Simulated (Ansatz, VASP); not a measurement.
## AlO in VASP and in Ansatz

File INCAR:

```
SYSTEM = AlO
PREC = Accurate
ENCUT = 600
EDIFF = 1E-7
ISMEAR = 0
SIGMA = 0.02
LREAL = .FALSE.
LASPH = .TRUE.
NELM = 80
ALGO = Normal
ISIF = 3
LWAVE = .FALSE.
LCHARG = .FALSE.
GGA = PE
IBRION = 2
NSW = 100
EDIFFG = -0.01
```

File KPOINTS:

```
Automatic mesh
0
G
  12 12 4
  0 0 0
```

File POSCAR:

```
AlO
1.0
    2.9741369229      0.0000000000      0.0000000000
   -1.4870684615      2.5756781296      0.0000000000
    0.0000000000      0.0000000000      7.6186985213
Al O
2 2
Direct
    0.0000000000      0.0000000000      0.6724705205
    0.0000000000      0.0000000000      0.3275294795
    0.3333333333      0.6666666667      0.7596020043
    0.6666666667      0.3333333333      0.2403979957
```

Input for Ansatz:

```yaml
crystal:
  lattice:
    - [2.9741369229, 0.0, 0.0]
    - [-1.4870684615, 2.5756781296, 0.0]
    - [0.0, 0.0, 7.6186985213]
  atoms:
    - { symbol: Al, position: [0.0, 0.0, 0.6724705205] }
    - { symbol: Al, position: [0.0, 0.0, 0.3275294795] }
    - { symbol: O, position: [0.3333333333, 0.6666666667, 0.7596020043] }
    - { symbol: O, position: [0.6666666667, 0.3333333333, 0.2403979957] }
basis:
  ecutwfc: 420
kpoints:
  mp_grid: { grid: [12, 12, 4] }
hamiltonian:
  xc: pbe
scf:
  occupations: { method: gaussian, width: 0.02 }
output:
  forces: true
  stress: true
  eigenvalues: true
  write_density: true
  write_potential: true
  elf: true
  volumetric_format: npy
relax:
  adjacent_minimum: "off"
  f_tol: 0.01
  max_steps: 80
  cell: { stress_tol: 0.05 }
```

Change from the starting cell: ordered vacancies on the anion sites of cadmium iodide (P-3m1, No. 164).

Alike in both runs: task relaxation of cell and atoms; functional PBE; k mesh 12 × 12 × 4; occupations gaussian, width 0.02 eV; no spin polarisation.

```csv
,VASP,Ansatz
version,VASP 6.6.1,Ansatz 0.2.0
potentials or method,"VASP PAW PBE potentials, release 64 (Al, O), cutoff 600 eV","scalar-relativistic, plane waves, PAW"
valence electrons in the cell,18,18
```

|  | VASP | Ansatz | Ansatz less VASP |
| --- | --- | --- | --- |
| gap on the k mesh at the Fermi level, each at its own relaxed structure (eV) | 1.10 | 1.09 | -0.003 |
| relaxed volume (Å³/atom) | 14.57 | 14.90 | +0.326 |
| relaxed length of the cell vector where the two differ most in proportion (Å) | 7.616 | 7.785 | +0.1688 |
